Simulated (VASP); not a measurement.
**BN: relaxation of cell and atoms with PBEsol**

The system is BN.

```
CELL_PARAMETERS angstrom
0.00000 1.81226 1.81226
1.81226 0.00000 1.81226
1.81226 1.81226 0.00000
ATOMIC_POSITIONS crystal
B 0.00000 0.00000 0.00000
N 0.25000 0.25000 0.25000
```

```json
{"Program": "VASP 6.6.1", "Task": "relaxation of cell and atoms", "Functional": "PBEsol", "Potentials or basis": "VASP PAW PBE potentials, release 64 (B, N)", "Cutoff": "600 eV", "k mesh": "10 × 10 × 10", "Occupations": "fermi-dirac, width 0.02 eV", "Spin": "no spin polarisation", "Dipole correction": "no", "Further INCAR settings": "ALGO = Normal; EDIFF = 1e-07; IBRION = 2; EDIFFG = -0.005; NSW = 80; ISIF = 3"}
```

```yaml
Relaxed_volume: 5.86 Å³/atom
Relaxed_cell: a = 2.550 Å, b = 2.550 Å, c = 2.550 Å, α = 60.00°, β = 60.00°, γ = 60.00°
Space_group_after_relaxing_to_0.05_Å: F-43m (No. 216)
Energy_gained_by_relaxing: 1.5 meV/atom
Ionic_steps: 3
Pressure_after_relaxing: 0.0 GPa
Band_gap_on_the_k_mesh: 4.28 eV, indirect (least direct gap 8.79 eV)
```

The path:
| step | energy change (eV) | largest force (eV/Å) | pressure (GPa) | volume (Å³) |
| --- | --- | --- | --- | --- |
| 1 | 0.0000 | 0.0000 | -5.59 | 11.90 |
| 2 | 0.0003 | 0.0000 | 6.11 | 11.55 |
| 3 | -0.0031 | 0.0000 | -0.01 | 11.73 |

Final structure:
```yaml
crystal:
  lattice:
    - [0.00000, 1.80333, 1.80333]
    - [1.80333, 0.00000, 1.80333]
    - [1.80333, 1.80333, 0.00000]
  atoms:
    - { symbol: B, position: [0.00000, 0.00000, 0.00000] }
    - { symbol: N, position: [0.25000, 0.25000, 0.25000] }
```

Levels at points of the mesh, in eV from the valence-band top:
```
           k point  band 1  band 2  band 3  band 4  band 5  band 6  band 7  band 8
(0.00, 0.00, 0.00)  -20.33    0.00    0.00    0.00    8.79    8.79    8.79   10.38
(0.50, 0.00, 0.00)  -16.03  -10.84   -1.96   -1.96   10.18   10.66   10.66   15.15
(0.50, 0.50, 0.00)  -14.64   -9.01   -4.97   -4.97    4.28    9.13   17.98   17.98
```

Wall time 17 s on 1 thread of Intel Xeon 8259CL (shared host), peak memory 0.12 GiB.

Caveat: the PAW data sets were made with another functional, which shifts forces and pressure a little. A k mesh can miss the band edges.
